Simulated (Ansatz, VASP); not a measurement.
AlN in VASP and in Ansatz

```
CELL_PARAMETERS angstrom
3.30158 0.00000 0.00000
-1.65079 2.85925 0.00000
0.00000 0.00000 4.14122
ATOMIC_POSITIONS crystal
Al 0.33333 0.66667 0.75000
Al 0.66667 0.33333 0.25000
N 0.33333 0.66667 0.25000
N 0.66667 0.33333 0.75000
```

Alike in both runs: functional PBEsol; k mesh 9 × 9 × 6; occupations gaussian, width 0.02 eV; no spin polarisation.

Ansatz relaxed the structure, and its values are those at the end. VASP's run is a single point on that final structure, the one shown.

```csv
,VASP,Ansatz
version,VASP 6.6.1,Ansatz 0.2.0
potentials or method,"VASP PAW PBE potentials, release 64 (Al, N), cutoff 520 eV","scalar-relativistic, plane waves, PAW"
valence electrons in the cell,16,16
```

VASP gave:

| Quantity | Value |
| --- | --- |
| gap on the k mesh at the Fermi level (eV) | 3.34 |
| least direct gap on the mesh (eV) | 3.34 |
| pressure (GPa) | -0.1 |

Task: Estimate Ansatz's values.

Result: gap on the k mesh at the Fermi level (eV): 3.32; least direct gap on the mesh (eV): 3.32; pressure (GPa): 0.0.

VASP's potentials were made for PBE, not for PBEsol.
